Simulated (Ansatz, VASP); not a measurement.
## One calculation of B, two programs

```
B
1.0
     2.33736    0.00000    0.00000
    -1.16868    2.02421    0.00000
     0.00000    0.00000    9.58099
B
7
Direct
  0.33333 0.66667 0.78016
  0.66667 0.33333 0.92507
  0.33333 0.66667 0.07493
  0.66667 0.33333 0.21984
  0.33333 0.66667 0.36226
  0.00000 0.00000 0.50000
  0.66667 0.33333 0.63774
```

Alike in both runs: task relaxation of cell and atoms; functional PBE; k mesh 18 × 18 × 4; occupations gaussian, width 0.1 eV; no spin polarisation.

```csv
,VASP,Ansatz
version,VASP 6.6.1,Ansatz 0.2.0
potentials or method,"VASP PAW PBE potentials, release 64 (B), cutoff 600 eV","scalar-relativistic, plane waves, PAW"
valence electrons in the cell,21,21
```

```tsv
	VASP	Ansatz	Ansatz less VASP
gap on the k mesh at the Fermi level, each at its own relaxed structure (eV)	none	none	-
relaxed volume (Å³/atom)	6.49	6.49	+0.006
relaxed cell length with the largest relative difference (Å)	2.350	2.351	+0.0011
```

A gap of «none» marks a metal or a gap that the smearing closes.

Noted on VASP's run: too few bands were computed for a metal, which touches its energy and stress.
